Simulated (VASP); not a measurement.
Wanted: the native input for a VASP 6.6.1 run.

```
Task                   : relaxation of cell and atoms
Functional             : PBEsol
Potentials or basis    : VASP PAW PBE potentials, release 64 (Li_sv, Se)
Cutoff                 : 750 eV
k mesh                 : 6 × 6 × 6
Occupations            : gaussian, width 0.01 eV
Spin                   : no spin polarisation
Target pressure        : 7 GPa
Dipole correction      : no
Further INCAR settings : ALGO = Normal; EDIFF = 1e-07; IBRION = 2; EDIFFG = -0.002; NSW = 100; ISIF = 3
```

The structure of Li2Se lies in POSCAR:

```
Li2Se
1.0
    0.0000000000      2.9723716869      2.9723716869
    2.9723716869      0.0000000000      2.9723716869
    2.9723716869      2.9723716869      0.0000000000
Li Se
2 1
Direct
    0.2500000000      0.2500000000      0.2500000000
    0.7500000000      0.7500000000      0.7500000000
    0.0000000000      0.0000000000      0.0000000000
```

The input as run:

INCAR

```
SYSTEM = Li2Se
  PREC = Accurate
  ENCUT = 750
  EDIFF = 1E-7
  ISMEAR = 0
  SIGMA = 0.01
  LREAL = .FALSE.
  LASPH = .TRUE.
  NELM = 120
  ALGO = Normal
  ISIF = 3
  LWAVE = .FALSE.
  LCHARG = .FALSE.
  GGA = PS
  IBRION = 2
  NSW = 100
  EDIFFG = -0.002
  PSTRESS = 70.0
  GGA_COMPAT = .FALSE.
  NELMIN = 4
```

KPOINTS

```
Automatic mesh
0
G
  6 6 6
  0 0 0
```

Potentials or basis: VASP PAW PBE potentials, release 64 (Li_sv, Se).

Launch:

```console
$ cat potpaw_PBE.64/Li_sv/POTCAR potpaw_PBE.64/Se/POTCAR > POTCAR
$ mpirun -np 1 vasp_std > vasp.out
```

Results of the run:

```json
{
 "Relaxed volume": "15.12 Å³/atom",
 "Relaxed cell": "a = 4.003 Å, b = 4.003 Å, c = 4.003 Å, α = 60.00°, β = 60.00°, γ = 60.00°",
 "Space group after relaxing (to 0.05 Å)": "Fm-3m (No. 225)",
 "Energy change on relaxing (the enthalpy is what falls)": "+46.4 meV/atom",
 "Ionic steps": "5",
 "Pressure after relaxing": "7.0 GPa",
 "Band gap on the k mesh": "2.64 eV, indirect (least direct gap 4.03 eV)"
}
```

Caveat: the cell is relaxed towards a set pressure, so the enthalpy falls and the energy may rise; the PAW data sets were made with another functional, which shifts forces and pressure a little.

Wall time 66 s on 1 thread of Intel(R) Xeon(R) Platinum 8488C (Sapphire Rapids), on a shared host, peak memory 0.24 GiB.
